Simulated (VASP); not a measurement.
# Ta (Im-3m) in VASP: further runs

The runs below take Ta through single point, with PBEsol+D3(BJ).

Program: VASP 6.6.1. These are calculated values, not measurements. Logs are shortened: lines on timing, memory, paths and dates and some standing lists are left out, and cuts for length are marked.

## (1) The cell of the first run

It takes space group Im-3m (No. 229, cubic). The conventional cell has a = 3.303 Å, b = 3.303 Å, c = 3.303 Å, α = 90.00°, β = 90.00°, γ = 90.00°. Within 3.8 Å of Ta (site symmetry m-3m) lie 14 Ta at 2.86 to 3.30 Å.

## (2) Single point, PBEsol+D3(BJ)

File INCAR:

```
SYSTEM = Ta
PREC = Accurate
ENCUT = 500
EDIFF = 1E-6
ISMEAR = -1
SIGMA = 0.1
LREAL = .False.
LASPH = .True.
NELM = 120
ALGO = Normal
ISIF = 2
LWAVE = .False.
LCHARG = .True.
GGA = PS
IVDW = 12
LELF = .True.
LVHAR = .True.
NBANDS = 12
GGA_COMPAT = .False.
```

File KPOINTS:

```
Automatic mesh
0
Gamma
  12 12 12
  0 0 0
```

File POSCAR:

```
Ta
1.0
   -1.6512800000      1.6512800000      1.6512800000
    1.6512800000     -1.6512800000      1.6512800000
    1.6512800000      1.6512800000     -1.6512800000
Ta
1
Direct
    0.0000000000      0.0000000000      0.0000000000
```

Potentials or basis: VASP PAW PBE potentials, release 64 (Ta_pv).

Command:

```console
> cat potpaw_PBE.64/Ta_pv/POTCAR > POTCAR
> mpirun -np 1 vasp_std > vasp.out
```

OUTCAR:

```text
SYSTEM = Ta
   PREC = Accurate
   ENCUT = 500
   EDIFF = 1E-6
   ISMEAR = -1
   LREAL = .False.
   LASPH = .True.
   NELM = 120
   ISIF = 2
   GGA = PS
   IVDW = 12
 IVDW          = 12

 ion  position               nearest neighbor table
   1  0.000  0.000  0.000-

  LATTYP: Found a body centered cubic cell.
 ALAT       =     3.3025600000

  Lattice vectors:

 A1 = (  -1.6512800000,   1.6512800000,   1.6512800000)
 A2 = (   1.6512800000,  -1.6512800000,   1.6512800000)
 A3 = (   1.6512800000,   1.6512800000,  -1.6512800000)

Analysis of symmetry for initial positions (statically):
=====================================================================
 Subroutine PRICEL returns:
 Original cell was already a primitive cell.

 Routine SETGRP: Setting up the symmetry group for a
 body centered cubic supercell.

 Subroutine GETGRP returns: Found 48 space group operations
 (whereof 48 operations were pure point group operations)
 out of a pool of 48 trial point group operations.

The static configuration has the point symmetry O_h .

Analysis of symmetry for dynamics (positions and initial velocities):
=====================================================================
 Subroutine PRICEL returns:
 Original cell was already a primitive cell.

 Routine SETGRP: Setting up the symmetry group for a
 body centered cubic supercell.

 Subroutine GETGRP returns: Found 48 space group operations
 (whereof 48 operations were pure point group operations)
 out of a pool of 48 trial point group operations.

The dynamic configuration has the point symmetry O_h .

 Subroutine INISYM returns: Found 48 space group operations
 (whereof 48 operations are pure point group operations),
 and found     1 'primitive' translations

----------------------------------------------------------------------------------------

                                     Primitive cell

  volume of cell :      18.0104

  direct lattice vectors                    reciprocal lattice vectors
    -1.651280000  1.651280000  1.651280000     0.000000000  0.302795407  0.302795407
     1.651280000 -1.651280000  1.651280000     0.302795407  0.000000000  0.302795407
     1.651280000  1.651280000 -1.651280000     0.302795407  0.302795407  0.000000000

  length of vectors
     2.860100858  2.860100858  2.860100858     0.428217371  0.428217371  0.428217371

  position of ions in fractional coordinates (direct lattice)
     0.000000000  0.000000000  0.000000000

  ion indices of the primitive-cell ions
   primitive index   ion index
                 1           1

----------------------------------------------------------------------------------------

 KPOINTS: Automatic mesh

Automatic generation of k-mesh.
 Grid dimensions read from file:
 generate k-points for:   12   12   12

 Generating k-lattice:

  Cartesian coordinates                     Fractional coordinates (reciprocal lattice)
     0.000000000  0.025232951  0.025232951     0.083333333  0.000000000  0.000000000
     0.025232951  0.000000000  0.025232951     0.000000000  0.083333333  0.000000000
     0.025232951  0.025232951  0.000000000     0.000000000  0.000000000  0.083333333

  Length of vectors
     0.035684781  0.035684781  0.035684781

  Shift w.r.t. Gamma in fractional coordinates (k-lattice)
     0.000000000  0.000000000  0.000000000

 Subroutine IBZKPT returns following result:
 ===========================================

 Found     72 irreducible k-points:

 Following reciprocal coordinates:
            Coordinates               Weight
  0.000000  0.000000  0.000000      1.000000
  0.083333  0.000000  0.000000     12.000000
  0.166667  0.000000  0.000000     12.000000
  0.250000  0.000000  0.000000     12.000000
  0.333333  0.000000  0.000000     12.000000
  0.416667  0.000000  0.000000     12.000000
[... 16 lines left out ...]
  0.333333  0.083333  0.083333     24.000000
  0.416667  0.083333  0.083333     12.000000
 [... further k-points ...]
   k-points           NKPTS =     72   k-points in BZ     NKDIM =     72   number of bands    NBANDS=     12
   number of dos      NEDOS =    301   number of ions     NIONS =      1
   total plane-waves  NPLWV =  13824
   dimension x,y,z NGX =    24 NGY =   24 NGZ =   24
   dimension x,y,z NGXF=    48 NGYF=   48 NGZF=   48
   ions per type =               1
   NGX,Y,Z   is equivalent  to a cutoff of  13.95, 13.95, 13.95 a.u.
   NGXF,Y,Z  is equivalent  to a cutoff of  27.90, 27.90, 27.90 a.u.
 SYSTEM =  Ta
   PREC   = accura    normal or accurate (medium, high low for compatibility)
   ISTART =      0    job   : 0-new  1-cont  2-samecut
   ICHARG =      2    charge: 1-file 2-atom 10-const
   ISPIN  =      1    spin polarized calculation?
   LNONCOLLINEAR =      F non collinear calculations
   LSORBIT =      F    spin-orbit coupling
   LASPH  =      T    aspherical Exc in radial PAW
   ENCUT  =  500.0 eV  36.75 Ry    6.06 a.u.   5.21  5.21  5.21*2*pi/ulx,y,z
   NELM   =    120;   NELMIN=  2; NELMDL= -5     # of ELM steps
   EDIFF  = 0.1E-05   stopping-criterion for ELM
   LREAL  =      F    real-space projection
   EDIFFG = 0.1E-04   stopping-criterion for IOM
   NSW    =      0    number of steps for IOM
   IBRION =     -1    ionic relax: 0-MD 1-quasi-New 2-CG
   NFREE  =      0    steps in history (QN), initial steepest desc. (CG)
   ISIF   =      2    stress and relaxation
   ISYM   =      2    0-nonsym 1-usesym 2-fastsym
   POTIM  = 0.5000    time-step for ionic-motion
   TEBEG  =    0.0;   TEEND  =   0.0 temperature during run
   PSTRESS=    0.0 pullay stress
   NELECT =      11.0000    total number of electrons
   NUPDOWN=      -1.0000    fix difference up-down
   EMIN   =  10.00;   EMAX   =-10.00  energy-range for DOS
   EFERMI =   0.00;   METHOD = LEGACY
   ISMEAR =    -1;   SIGMA  =   0.10  broadening in eV -4-tet -1-fermi 0-gaus
   EFERMI_NEDOS =   21; number of points for ismear=-14 and -15
   IALGO  =     38    algorithm
   IMIX   =      4    mixing-type and parameters
     AMIX     =   0.40;   BMIX     =  1.00
     AMIX_MAG =   1.60;   BMIX_MAG =  1.00
  volume/ion in A,a.u.               =      18.01       121.54
  Fermi-wavevector in a.u.,A,eV,Ry     =   1.388988  2.624806 26.249534  1.929286
  Thomas-Fermi vector in A             =   2.513061
   LORBIT       =      0    0 simple, 1 ext, 2 COOP (PROOUT), +10 PAW based schemes
   GGA     = PS    functional components
   LHFCALC =     F    Hartree Fock is set to
   AEXX    =    0.0000 exact exchange contribution
   IVDW    =    12    specifies the selected vdW correction
   LEPSILON=     F    determine dielectric tensor
   LRPA    =     F    only Hartree local field effects (RPA)
 non-spin polarized calculation
  energy-cutoff  :      500.00
  volume of cell :       18.01
 maximum number of plane-waves:       470
 NGX is ok and might be reduce to    24
   NGX = 11   NGY = 11   NGZ = 11

 number of electron      11.0000002 magnetization

 Free energy of the ion-electron system (eV)
  ---------------------------------------------------
  ext. energy  EPLUGINS =         0.00000000
  ---------------------------------------------------
  free energy    TOTEN  =       -12.56639795 eV

  energy without entropy =      -12.51851569  energy(sigma->0) =      -12.54245682

 E-fermi :   5.3249     XC(G=0): -12.7275

 val. band max:        5.3034103474   @ k =  -0.4167   0.5000   0.0833
 cond. band min:       5.3257145694   @ k =   0.3333   0.0000   0.0000
 fundamental gap:      0.0223042219
 Fermi energy:         5.3248632340

 k-point     1 :       0.0000    0.0000    0.0000
  band No.  band energies     occupation
      1     -27.6954      2.00000
      2     -27.6954      2.00000
      3     -27.6954      2.00000
      4      -2.6086      2.00000
      5       6.0461      0.00147
      6       6.0461      0.00147
      7       6.0461      0.00147
      8       9.3152      0.00000
      9       9.3152      0.00000
     10      19.9943      0.00000
     11      20.3613      0.00000
     12      20.3613      0.00000

 k-point     2 :       0.0833    0.0000    0.0000
  band No.  band energies     occupation
      1     -27.7814      2.00000
      2     -27.7219      2.00000
      3     -27.6959      2.00000
      4      -2.2995      2.00000
      5       5.8479      0.01065
      6       5.9818      0.00280
      7       6.3505      0.00007
      8       9.0137      0.00000
      9       9.3174      0.00000
     10      19.9941      0.00000
     11      20.6314      0.00000
     12      20.9023      0.00000

 k-point     3 :       0.1667    0.0000    0.0000
  band No.  band energies     occupation
      1     -28.0108      2.00000
      2     -27.7935      2.00000
      3     -27.6972      2.00000
      4      -1.4475      2.00000
      5       5.3525      0.86274
      6       5.6746      0.05878
      7       7.2423      0.00000
      8       8.6385      0.00000
      9       9.3584      0.00000
     10      19.9925      0.00000
     11      21.0801      0.00000
     12      22.4153      0.00000

 k-point     4 :       0.2500    0.0000    0.0000
  band No.  band energies     occupation
      1     -28.3118      2.00000
      2     -27.8899      2.00000
      3     -27.6990      2.00000
      4      -0.3106      2.00000
      5       4.7599      1.99298
      6       5.2304      1.43988
      7       8.6533      0.00000
      8       8.7321      0.00000
      9       9.5028      0.00000
     10      19.9859      0.00000
     11      20.5341      0.00000
     12      22.1051      0.00000

 k-point     5 :       0.3333    0.0000    0.0000
  band No.  band energies     occupation
      1     -28.6000      2.00000
      2     -27.9845      2.00000
      3     -27.7009      2.00000
      4       0.5974      2.00000
      5       4.2386      1.99996
      6       5.3257      0.99574
      7       9.0834      0.00000
      8       9.7707      0.00000
      9      10.4371      0.00000
     10      19.0550      0.00000
     11      19.7106      0.00000
     12      20.1078      0.00000
[... 228 lines left out ...]
      1     -28.3974      2.00000
      2     -27.8643      2.00000
      3     -27.7651      2.00000
      4       0.2106      2.00000
      5       4.5204      1.99936
      6       4.6430      1.99782
      7       9.0124      0.00000
      8       9.4916      0.00000
      9       9.7777      0.00000
     10      19.9834      0.00000
     11      21.2478      0.00000
     12      21.9384      0.00000

 k-point    22 :       0.2500    0.0833    0.0833
  band No.  band energies     occupation
      1     -28.6072      2.00000
      2     -27.9929      2.00000
      3     -27.7734      2.00000
      4       1.2016      2.00000
      5       4.0711      1.99999
      6       4.6809      1.99681
      7       9.2464      0.00000
      8       9.8557      0.00000
      9      11.6154      0.00000
     10      19.2405      0.00000
     11      19.6711      0.00000
     12      20.0431      0.00000

 k-point    23 :       0.3333    0.0833    0.0833
  band No.  band energies     occupation
      1     -28.7489      2.00000
      2     -28.0940      2.00000
      3     -27.7796      2.00000
      4       1.5397      2.00000
      5       3.7906      2.00000
      6       5.5735      0.15359
      7       9.4494      0.00000
      8      10.1458      0.00000
      9      13.3230      0.00000
     10      16.8506      0.00000
     11      18.4444      0.00000
     12      20.0103      0.00000

 k-point    24 :       0.4167    0.0833    0.0833
  band No.  band energies     occupation
      1     -28.7988      2.00000
      2     -28.1320      2.00000
      3     -27.7819      2.00000
      4       1.5580      2.00000
      5       3.6956      2.00000
      6       6.2382      0.00022
      7       9.4494      0.00000
      8      10.2667      0.00000
      9      14.1193      0.00000
     10      15.8365      0.00000
     11      17.9864      0.00000
     12      20.0077      0.00000

 [... further k-points ...]

------------------------ aborting loop because EDIFF is reached ----------------------------------------

 Edisp (eV)   -0.72814

 E8    (eV) :    -0.5412

  FORCE on cell =-STRESS in cart. coord.  units (eV):
  Direction    XX          YY          ZZ          XY          YZ          ZX
  --------------------------------------------------------------------------------------
  -------------------------------------------------------------------------------------
  Total      -1.16786    -1.16786    -1.16786     0.00000    -0.00000     0.00000
  in kB    -103.89150  -103.89150  -103.89150     0.00000    -0.00000     0.00000
  external pressure =     -103.89 kB  Pullay stress =        0.00 kB

 VOLUME and BASIS-vectors are now :
 -----------------------------------------------------------------------------
  energy-cutoff  :      500.00
  volume of cell :       18.01
      direct lattice vectors                 reciprocal lattice vectors
    -1.651280000  1.651280000  1.651280000     0.000000000  0.302795407  0.302795407
     1.651280000 -1.651280000  1.651280000     0.302795407  0.000000000  0.302795407
     1.651280000  1.651280000 -1.651280000     0.302795407  0.302795407  0.000000000

 POSITION                                       TOTAL-FORCE (eV/Angst)
 -----------------------------------------------------------------------------------
      0.00000      0.00000      0.00000         0.000000      0.000000      0.000000
 -----------------------------------------------------------------------------------
    total drift:                                0.000000      0.000000      0.000000

  FREE ENERGIE OF THE ION-ELECTRON SYSTEM (eV)
  ---------------------------------------------------
  free  energy   TOTEN  =       -13.2945338589 eV

  energy  without entropy=      -13.2466516058  energy(sigma->0) =      -13.27059273
```

Wall time 18 s (1 thread of Intel Xeon 8259CL, shared host); peak memory 0.16 GiB.

What came out:

| Quantity | Value |
| --- | --- |
| Free energy | -13.2945 eV |
| Pressure | -10.4 GPa |
| Band gap on the k mesh | zero (an odd number of electrons rules out a gap without spin polarisation) |
| Dispersion energy per atom | -0.728 eV |

Caveat: three body term missing; the cell stands under tension; the PAW data sets were made with another functional, which shifts forces and pressure a little; spin-orbit coupling is left out, which moves the levels of the heavy elements.

## (3) Single point, PBEsol+D3(BJ)

File INCAR:

```
PREC = Accurate
ENCUT = 500
EDIFF = 1E-6
ISMEAR = -1
SIGMA = 0.1
LREAL = False
LASPH = True
NELM = 120
ALGO = Normal
ISIF = 2
LWAVE = False
LCHARG = False
GGA = PS
IVDW = 12
NBANDS = 12
GGA_COMPAT = False
```

File KPOINTS:

```
Automatic mesh
0
Gamma
  12 12 12
```

POSCAR is that of step 2.

Potentials or basis: VASP PAW PBE potentials, release 64 (Ta_pv).

Command:

```console
> cat potpaw_PBE.64/Ta_pv/POTCAR > POTCAR
> mpirun -np 1 vasp_std > vasp.out
```

Wall time 19 s (1 thread of Intel Xeon 8259CL, shared host); peak memory 0.16 GiB.

The run converged. Its results:

```yaml
Free_energy: -13.2945 eV
Pressure: -10.4 GPa
Band_gap_on_the_k_mesh: zero (an odd number of electrons rules out a gap without spin polarisation)
Dispersion_energy_per_atom: -0.728 eV
```

Levels at points of the mesh, in eV from the Fermi level:
```tsv
k point	band 1	band 2	band 3	band 4	band 5	band 6	band 7	band 8	band 9	band 10
(0.00, 0.00, 0.00)	-33.02	-33.02	-33.02	-7.93	0.72	0.72	0.72	3.99	3.99	14.67
(0.50, 0.00, 0.00)	-34.20	-33.40	-33.03	-4.39	-1.55	1.61	3.87	4.90	7.81	11.71
(0.50, 0.50, 0.50)	-33.84	-33.84	-33.84	-3.81	-3.81	6.85	6.85	6.85	8.66	8.66
```

Caveat: three body term missing; the cell stands under tension; the PAW data sets were made with another functional, which shifts forces and pressure a little; spin-orbit coupling is left out, which moves the levels of the heavy elements.
